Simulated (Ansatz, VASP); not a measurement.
Two plane-wave programs on ZnCd2S

```
CELL_PARAMETERS angstrom
3.74300 0.00000 0.00000
-1.87150 3.24153 0.00000
0.00000 0.00000 14.43560
ATOMIC_POSITIONS crystal
Zn 0.00000 0.00000 0.00000
Zn 0.00000 0.00000 0.50000
Cd 0.33333 0.66667 0.13356
Cd 0.66667 0.33333 0.63356
Cd 0.66667 0.33333 0.86644
Cd 0.33333 0.66667 0.36644
S 0.33333 0.66667 0.75000
S 0.66667 0.33333 0.25000
```

Change from the starting cell: species swapped into the Nb2BS type (P6_3/mmc, No. 194).

Alike in both runs: functional PBE; k mesh 12 × 12 × 4; occupations gaussian, width 0.1 eV; no spin polarisation.

Ansatz relaxed the structure, and its values are those at the end. VASP's run is a single point on that final structure, the one shown.

|  | VASP | Ansatz |
| --- | --- | --- |
| version | VASP 6.6.1 | Ansatz 0.2.0 |
| potentials or method | VASP PAW PBE potentials, release 64 (Zn, Cd, S), cutoff 520 eV | scalar-relativistic, plane waves, PAW |
| valence electrons in the cell | 84 | 116 |

Ansatz gave:

- gap on the k mesh at the Fermi level (eV): none
- pressure (GPa): 0.0
- rms of the force components (eV/Å): 0.004

Estimate VASP's values.

gap on the k mesh at the Fermi level (eV): none; pressure (GPa): 0.2; rms of the force components (eV/Å): 0.005.

A gap of «none» marks a metal or a gap that the smearing closes. VASP's potentials hold 84 valence electrons a cell and Ansatz's 116, so a difference there can come from the potentials and not from the codes.
